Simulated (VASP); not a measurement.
# Eu (Fm-3m) in VASP: single point with PBE+U

Aim: the single point of Eu with PBE+U.

Everything below comes from runs of VASP 6.6.1. Logs are shortened: lines on timing, memory, paths and dates and some standing lists are left out, and cuts for length are marked.

### 1 The cell of the first run

It takes space group Fm-3m (No. 225, cubic). The conventional cell has a = 5.762 Å, b = 5.762 Å, c = 5.762 Å, α = 90.00°, β = 90.00°, γ = 90.00°. Eu (site symmetry m-3m) has 12 Eu at 4.07 Å within 5.3 Å.

### 2 Single point, PBE+U, collinear spin, ferromagnetic start

INCAR

```
SYSTEM = Eu
PREC     = Accurate       ! precision mode
ENCUT    = 520            ! plane-wave cutoff, eV
EDIFF    = 1E-6           ! SCF threshold, eV
ISMEAR   = 0              ! smearing method
SIGMA    = 0.05           ! smearing width, eV
LREAL    = .False.        ! projectors in reciprocal space
LASPH    = .True.         ! aspherical terms in the spheres
NELM     = 150            ! most SCF steps
ALGO     = Normal         ! electronic algorithm
ISIF     = 2              ! what is computed and relaxed
LWAVE    = .False.        ! write WAVECAR
LCHARG   = .True.         ! write CHGCAR
ISPIN    = 2              ! spin polarisation
MAGMOM   = 7.93           ! initial moments
LORBIT   = 11             ! projections on sites
LMAXMIX  = 6              ! l up to which the mixer works
LDAU     = .True.         ! DFT+U
LDAUTYPE = 2            
LDAUL    = 3              ! shell
LDAUU    = 6              ! U, eV
LDAUJ    = 0            
LDAUPRINT= 1            
GGA      = PE             ! functional
LELF     = .True.         ! ELF
LVHAR    = .True.       
NBANDS   = 18             ! bands
```

KPOINTS

```
Automatic mesh
0
Gamma
  6 6 6
  0 0 0
```

POSCAR

```
Eu
1.0
    0.0000000000      2.8812475319      2.8812475319
    2.8812475319      0.0000000000      2.8812475319
    2.8812475319      2.8812475319      0.0000000000
Eu
1
Direct
    0.0000000000      0.0000000000      0.0000000000
```

Potentials or basis: VASP PAW PBE potentials, release 64 (Eu).

The run is started by

```console
$ cat potpaw_PBE.64/Eu/POTCAR > POTCAR
$ mpirun -np 1 vasp_std > vasp.out
```

OUTCAR:

```text
SYSTEM = Eu
   PREC = Accurate
   ENCUT = 520
   EDIFF = 1E-6
   ISMEAR = 0
   LREAL = .False.
   LASPH = .True.
   NELM = 150
   ISIF = 2
   ISPIN = 2
   LORBIT = 11
   GGA = PE

 ion  position               nearest neighbor table
   1  0.000  0.000  0.000-

  LATTYP: Found a face centered cubic cell.
 ALAT       =     5.7624950638

  Lattice vectors:

 A1 = (   0.0000000000,   2.8812475319,   2.8812475319)
 A2 = (   2.8812475319,   0.0000000000,   2.8812475319)
 A3 = (   2.8812475319,   2.8812475319,   0.0000000000)

Analysis of symmetry for initial positions (statically):
=====================================================================
 Subroutine PRICEL returns:
 Original cell was already a primitive cell.

 Routine SETGRP: Setting up the symmetry group for a
 face centered cubic supercell.

 Subroutine GETGRP returns: Found 48 space group operations
 (whereof 48 operations were pure point group operations)
 out of a pool of 48 trial point group operations.

The static configuration has the point symmetry O_h .

Analysis of symmetry for dynamics (positions and initial velocities):
=====================================================================
 Subroutine PRICEL returns:
 Original cell was already a primitive cell.

 Routine SETGRP: Setting up the symmetry group for a
 face centered cubic supercell.

 Subroutine GETGRP returns: Found 48 space group operations
 (whereof 48 operations were pure point group operations)
 out of a pool of 48 trial point group operations.

The dynamic configuration has the point symmetry O_h .

Analysis of structural, dynamic, and magnetic symmetry:
=====================================================================
 Subroutine PRICEL returns:
 Original cell was already a primitive cell.

 Routine SETGRP: Setting up the symmetry group for a
 face centered cubic supercell.

 Subroutine GETGRP returns: Found 48 space group operations
 (whereof 48 operations were pure point group operations)
 out of a pool of 48 trial point group operations.

The overall configuration has the point symmetry O_h .

 Subroutine INISYM returns: Found 48 space group operations
 (whereof 48 operations are pure point group operations),
 and found     1 'primitive' translations

----------------------------------------------------------------------------------------

                                     Primitive cell

  volume of cell :      47.8379

  direct lattice vectors                    reciprocal lattice vectors
     0.000000000  2.881247532  2.881247532    -0.173535940  0.173535940  0.173535940
     2.881247532  0.000000000  2.881247532     0.173535940 -0.173535940  0.173535940
     2.881247532  2.881247532  0.000000000     0.173535940  0.173535940 -0.173535940

  length of vectors
     4.074699336  4.074699336  4.074699336     0.300573066  0.300573066  0.300573066

  position of ions in fractional coordinates (direct lattice)
     0.000000000  0.000000000  0.000000000

  ion indices of the primitive-cell ions
   primitive index   ion index
                 1           1

[... 102 lines left out ...]
   NGX = 15   NGY = 15   NGZ = 15

atom =   1  type =  1  l = 3

 onsite density matrix

spin component  1

  0.9770 -0.0000 -0.0004  0.0000  0.0000  0.0000 -0.0000
 -0.0000  0.9726 -0.0000  0.0000 -0.0000 -0.0000 -0.0000
 -0.0004 -0.0000  0.9772  0.0000 -0.0000 -0.0000  0.0000
  0.0000  0.0000  0.0000  0.9767 -0.0000  0.0000 -0.0000
  0.0000 -0.0000 -0.0000 -0.0000  0.9772 -0.0000  0.0004
  0.0000 -0.0000 -0.0000  0.0000 -0.0000  0.9775  0.0000
 -0.0000 -0.0000  0.0000 -0.0000  0.0004  0.0000  0.9770

spin component  2

  0.0001  0.0000 -0.0000 -0.0000 -0.0000 -0.0000  0.0000
  0.0000  0.0000  0.0000  0.0000  0.0000  0.0000 -0.0000
 -0.0000  0.0000  0.0001 -0.0000  0.0000 -0.0000  0.0000
 -0.0000  0.0000 -0.0000  0.0000  0.0000 -0.0000 -0.0000
 -0.0000  0.0000  0.0000  0.0000  0.0001  0.0000  0.0000
 -0.0000  0.0000 -0.0000 -0.0000  0.0000  0.0001  0.0000
  0.0000 -0.0000  0.0000 -0.0000  0.0000  0.0000  0.0001

 occupancies and eigenvectors

  o =  0.0000  v =  0.0000  0.0000  0.0000  0.0000  0.0000  0.0000  0.0000 -0.0000  1.0000 -0.0000 -0.0000 -0.0000 -0.0000  0.0000      0.0000  0.0000  0.0000  0.0000  0.0000  0.0000  0.0000  0.0000  0.0000  0.0000  0.0000  0.0000  0.0000  0.0000
  o =  0.0000  v =  0.0000  0.0000  0.0000  0.0000  0.0000  0.0000  0.0000 -0.7904 -0.0000 -0.6122 -0.0214 -0.0007 -0.0000  0.0009      0.0000  0.0000  0.0000  0.0000  0.0000  0.0000  0.0000  0.0000  0.0000  0.0000  0.0000  0.0000  0.0000  0.0000
  o =  0.0000  v =  0.0000  0.0000  0.0000  0.0000  0.0000  0.0000  0.0000 -0.0169  0.0000 -0.0131  0.9998 -0.0006  0.0000  0.0007      0.0000  0.0000  0.0000  0.0000  0.0000  0.0000  0.0000  0.0000  0.0000  0.0000  0.0000  0.0000  0.0000  0.0000
  o =  0.0000  v =  0.0000  0.0000  0.0000  0.0000  0.0000  0.0000  0.0000  0.0009 -0.0000  0.0007 -0.0009 -0.6124 -0.0000  0.7906      0.0000  0.0000  0.0000  0.0000  0.0000  0.0000  0.0000  0.0000  0.0000  0.0000  0.0000  0.0000  0.0000  0.0000
  o =  0.0001  v =  0.0000  0.0000  0.0000  0.0000  0.0000  0.0000  0.0000 -0.0001  0.0000  0.0001 -0.0000 -0.0001  1.0000 -0.0000      0.0000  0.0000  0.0000  0.0000  0.0000  0.0000  0.0000  0.0000  0.0000  0.0000  0.0000  0.0000  0.0000  0.0000
  o =  0.0001  v =  0.0000  0.0000  0.0000  0.0000  0.0000  0.0000  0.0000 -0.6124  0.0000  0.7906 -0.0000 -0.0002 -0.0002 -0.0002      0.0000  0.0000  0.0000  0.0000  0.0000  0.0000  0.0000  0.0000  0.0000  0.0000  0.0000  0.0000  0.0000  0.0000
  o =  0.0001  v =  0.0000  0.0000  0.0000  0.0000  0.0000  0.0000  0.0000  0.0002 -0.0000 -0.0002 -0.0000 -0.7906 -0.0001 -0.6124      0.0000  0.0000  0.0000  0.0000  0.0000  0.0000  0.0000  0.0000  0.0000  0.0000  0.0000  0.0000  0.0000  0.0000
  o =  0.9726  v =  0.0000  1.0000 -0.0000  0.0000  0.0000 -0.0000 -0.0000  0.0000  0.0000  0.0000  0.0000  0.0000  0.0000  0.0000      0.0000  0.0000  0.0000  0.0000  0.0000  0.0000  0.0000  0.0000  0.0000  0.0000  0.0000  0.0000  0.0000  0.0000
  o =  0.9767  v =  0.0000 -0.0000  0.0000  0.9990  0.0268 -0.0000 -0.0346  0.0000  0.0000  0.0000  0.0000  0.0000  0.0000  0.0000      0.0000  0.0000  0.0000  0.0000  0.0000  0.0000  0.0000  0.0000  0.0000  0.0000  0.0000  0.0000  0.0000  0.0000
  o =  0.9767  v =  0.0000  0.0000 -0.0000  0.0438 -0.6118  0.0000  0.7898  0.0000  0.0000  0.0000  0.0000  0.0000  0.0000  0.0000      0.0000  0.0000  0.0000  0.0000  0.0000  0.0000  0.0000  0.0000  0.0000  0.0000  0.0000  0.0000  0.0000  0.0000
  o =  0.9767  v = -0.7906 -0.0000 -0.6124  0.0000  0.0000  0.0000 -0.0000  0.0000  0.0000  0.0000  0.0000  0.0000  0.0000  0.0000      0.0000  0.0000  0.0000  0.0000  0.0000  0.0000  0.0000  0.0000  0.0000  0.0000  0.0000  0.0000  0.0000  0.0000
  o =  0.9775  v =  0.0000 -0.0000 -0.0000 -0.0000  0.7857 -0.1107  0.6086  0.0000  0.0000  0.0000  0.0000  0.0000  0.0000  0.0000      0.0000  0.0000  0.0000  0.0000  0.0000  0.0000  0.0000  0.0000  0.0000  0.0000  0.0000  0.0000  0.0000  0.0000
  o =  0.9775  v =  0.6124 -0.0000 -0.7906  0.0000  0.0000  0.0000 -0.0000  0.0000  0.0000  0.0000  0.0000  0.0000  0.0000  0.0000      0.0000  0.0000  0.0000  0.0000  0.0000  0.0000  0.0000  0.0000  0.0000  0.0000  0.0000  0.0000  0.0000  0.0000
  o =  0.9775  v =  0.0000  0.0000  0.0000 -0.0000  0.0875  0.9938  0.0678  0.0000  0.0000  0.0000  0.0000  0.0000  0.0000  0.0000      0.0000  0.0000  0.0000  0.0000  0.0000  0.0000  0.0000  0.0000  0.0000  0.0000  0.0000  0.0000  0.0000  0.0000

 number of electron      16.9999993 magnetization       7.4445180

 Free energy of the ion-electron system (eV)
  ---------------------------------------------------
  ext. energy  EPLUGINS =         0.00000000
  ---------------------------------------------------
  free energy    TOTEN  =       -10.77095335 eV

  energy without entropy =      -10.76877539  energy(sigma->0) =      -10.76986437

 E-fermi :   1.5717     XC(G=0):  -8.2618

 val. band max:        1.5459591620   @ k =  -0.3333   0.3333   0.0000
 cond. band min:       1.5723652587   @ k =   0.5000   0.3333   0.0000
 fundamental gap:      0.0264060966
 Fermi energy:         1.5716797043

 spin component 1

 k-point     1 :       0.0000    0.0000    0.0000
  band No.  band energies     occupation
      1     -39.3447      1.00000
      2     -18.1361      1.00000
      3     -18.1361      1.00000
      4     -18.1361      1.00000
      5      -2.4870      1.00000
      6      -0.3908      1.00000
[... 312 lines left out ...]
      4     -18.2511      1.00000
      5      -0.3555      1.00000
      6      -0.3437      1.00000
[... 10 lines left out ...]
     17       7.4255      0.00000
     18       7.4567      0.00000
 Fermi energy:         1.5716797043

 spin component 2

 k-point     1 :       0.0000    0.0000    0.0000
  band No.  band energies     occupation
      1     -36.1410      1.00000
      2     -15.7652      1.00000
      3     -15.7652      1.00000
      4     -15.7652      1.00000
      5      -1.7904      1.00000
      6       4.5091      0.00000
[... 313 lines left out ...]
      5       1.7396      0.00000
      6       2.5026      0.00000
[... 10 lines left out ...]
     17      10.3217      0.00000
     18      10.4379      0.00000

------------------------ aborting loop because EDIFF is reached ----------------------------------------

  FORCE on cell =-STRESS in cart. coord.  units (eV):
  Direction    XX          YY          ZZ          XY          YZ          ZX
  --------------------------------------------------------------------------------------
  -------------------------------------------------------------------------------------
  Total        0.0477428      0.0477428      0.0477428      0.0000000      0.0000000     -0.0000000
  in kB        1.5989922      1.5989922      1.5989922      0.0000000      0.0000000     -0.0000000
  external PRESSURE =       1.5989922 kB  Pullay stress =       0.0000000 kB

 VOLUME and BASIS-vectors are now :
 -----------------------------------------------------------------------------
  energy-cutoff  :      520.00
  volume of cell :       47.84
      direct lattice vectors                 reciprocal lattice vectors
     0.000000000  2.881247532  2.881247532    -0.173535940  0.173535940  0.173535940
     2.881247532  0.000000000  2.881247532     0.173535940 -0.173535940  0.173535940
     2.881247532  2.881247532  0.000000000     0.173535940  0.173535940 -0.173535940

 POSITION                                       TOTAL-FORCE (eV/Angst)
 -----------------------------------------------------------------------------------
      0.00000      0.00000      0.00000         0.000000      0.000000     -0.000000
 -----------------------------------------------------------------------------------
    total drift:                               -0.000000     -0.000000      0.000000

  FREE ENERGIE OF THE ION-ELECTRON SYSTEM (eV)
  ---------------------------------------------------
  free  energy   TOTEN  =       -10.7709533517 eV

  energy  without entropy=      -10.7687753875  energy(sigma->0) =      -10.76986437

 total charge

# of ion       s       p       d       f       tot
--------------------------------------------------
    1        2.080   5.740   0.205   6.829  14.854

 magnetization (x)

# of ion       s       p       d       f       tot
--------------------------------------------------
    1       -0.003  -0.101   0.108   6.828   6.832
```

Run time: 27 s. Hardware: 1 thread of Intel Xeon 6975P-C (Granite Rapids), shared host; peak memory 0.19 GiB.

Results:

```
Free energy                                           : -10.7710 eV
Pressure                                              : 0.2 GPa
Net moment                                            : 7.44 μB per cell
Site moments                                          : Eu +6.83 μB
Valence electrons inside the program's atomic spheres : Eu 14.85
```

Eigenvalues of the final occupation matrices:
```tsv
site	spin	trace	eigenvalues
site 1 f	1	6.84	0.97 0.98 0.98 0.98 0.98 0.98 0.98
site 1 f	2	0.00	0.00 0.00 0.00 0.00 0.00 0.00 0.00
```

Caveat: spin-orbit coupling is left out, which moves the levels of the heavy elements. The state reached can hang on the start; a lower one may exist.
